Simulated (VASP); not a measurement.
# FeO: single point with PBE

Crystal: FeO.

```
Fe O
1.0
     3.06606    0.00000    0.00000
     0.00000    3.06606    0.00000
     0.00000    0.00000    5.50040
Fe O
2 2
Direct
  0.50000 0.00000 0.50000
  0.00000 0.50000 0.00000
  0.50000 0.50000 0.25000
  0.50000 0.50000 0.75000
```

| Quantity | Value |
| --- | --- |
| Program | VASP 6.6.1 |
| Task | single point |
| Functional | PBE |
| Potentials or basis | VASP PAW PBE potentials, release 64 (Fe_sv, O) |
| Cutoff | 700 eV |
| k mesh | 9 × 9 × 5 |
| Occupations | fermi-dirac, width 0.05 eV |
| Spin | collinear spin, ferromagnetic start |
| Starting moments | [3.0, 3.0, 0.0, 0.0] μB |
| Dipole correction | no |
| Further INCAR settings | ALGO = Normal; EDIFF = 1e-06; NBANDS = 34 |

```yaml
Pressure: -10.8 GPa
Net_moment: 7.80 μB per cell
Site_moments: Fe +3.42; O +0.24 μB
Valence_electrons_inside_the_program's_atomic_spheres: Fe 13.55; O 4.98
```

Stress tensor (GPa, compression positive):
```
 -9.16   0.00   0.00
  0.00  -9.16   0.00
  0.00   0.00 -14.06
```

Levels at points of the mesh, in eV from the Fermi level:
Spin up:
```csv
k point,band 23,band 24,band 25,band 26,band 27,band 28,band 29,band 30
"(0.00, 0.00, 0.00)",-3.10,-2.69,-0.05,-0.05,0.38,4.62,6.04,12.20
```
Spin down:
```tsv
k point	band 14	band 15	band 16	band 17	band 18	band 19	band 20	band 21	band 22	band 23
(0.00, 0.00, 0.00)	-3.17	-3.17	-2.68	-2.65	-1.71	-0.49	0.56	0.56	0.68	0.68
```

Run time: 4.3 min on 1 thread of AMD EPYC 7R43 64-Core Processor (Zen 3) (shared host), peak memory 0.3 GiB.

Caveat: the cell stands under tension; semilocal functionals often make such compounds metallic where correlation or magnetic order opens a gap, which also shifts bond lengths; the run started ferromagnetic, and an antiferromagnetic order may lie lower in energy. With open d or f shells a metallic result of PBE can be an artefact of self-interaction; +U or a hybrid may open a gap.
